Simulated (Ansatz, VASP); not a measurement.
# Two plane-wave programs on MoS2

The input INCAR:

```
PREC = Accurate
ENCUT = 520
EDIFF = 1E-8
ISMEAR = 0
SIGMA = 0.01
LREAL = F
LASPH = T
NELM = 100
ALGO = Normal
ISIF = 2
LWAVE = F
LCHARG = F
GGA = PE
IVDW = 12
LEFG = T
NBANDS = 35
```

KPOINTS

```
Automatic mesh
0
Gamma
  12 12 4
```

The input POSCAR:

```
MoS2
1.0
    3.1493701778      0.0000000000      0.0000000000
   -1.5746850889      2.7274345799      0.0000000000
    0.0000000000      0.0000000000     12.0879183589
Mo S
2 4
Direct
    0.3333333333      0.6666666667      0.2500000000
    0.6666666667      0.3333333333      0.7500000000
    0.3333333333      0.6666666667      0.6204631632
    0.6666666667      0.3333333333      0.1204631632
    0.3333333333      0.6666666667      0.8795368368
    0.6666666667      0.3333333333      0.3795368368
```

Input for Ansatz:

```yaml
crystal:
  lattice:
    - [3.1493701778, 0.0, 0.0]
    - [-1.5746850889, 2.7274345799, 0.0]
    - [0.0, 0.0, 12.0879183589]
  atoms:
    - { symbol: Mo, position: [0.3333333333, 0.6666666667, 0.25] }
    - { symbol: Mo, position: [0.6666666667, 0.3333333333, 0.75] }
    - { symbol: S, position: [0.3333333333, 0.6666666667, 0.6204631632] }
    - { symbol: S, position: [0.6666666667, 0.3333333333, 0.1204631632] }
    - { symbol: S, position: [0.3333333333, 0.6666666667, 0.8795368368] }
    - { symbol: S, position: [0.6666666667, 0.3333333333, 0.3795368368] }
basis:
  ecutwfc: 420
kpoints:
  mp_grid: { grid: [12, 12, 4] }
hamiltonian:
  xc: pbe
  dispersion: d3bj
scf:
  occupations: { method: fixed }
output:
  forces: true
  stress: true
  eigenvalues: true
  efg: {}
checkpoint:
  read: start.run
  write: ck
  compress: false
  write_wavefunctions: false
  write_every: 100000
```

Alike in both runs: task electric field gradients; functional PBE; dispersion D3(BJ); k mesh 12 × 12 × 4; no spin polarisation.

|  | VASP | Ansatz |
| --- | --- | --- |
| version | VASP 6.6.1 | Ansatz 0.2.0 |
| potentials or method | VASP PAW PBE potentials, release 64 (Mo_sv, S), cutoff 520 eV | scalar-relativistic, plane waves, PAW |
| occupations | gaussian, width 0.01 eV | fixed |
| valence electrons in the cell | 52 | 52 |

Ansatz gave:

```
gap on the k mesh at the Fermi level (eV)            : 0.78
least direct gap on the mesh (eV)                    : 1.70
pressure (GPa)                                       : 0.0
rms of the force components (eV/Å)                   : 0.000
size of Vzz on the site where it differs most (V/Å²) : 74.8
```

Task: Estimate VASP's values.

Result: gap on the k mesh at the Fermi level (eV): 0.80; least direct gap on the mesh (eV): 1.70; pressure (GPa): -0.1; rms of the force components (eV/Å): 0.007; size of Vzz on the site where it differs most (V/Å²): 78.4.

Atom by atom the forces differ by 0.006 eV/Å (rms over components).
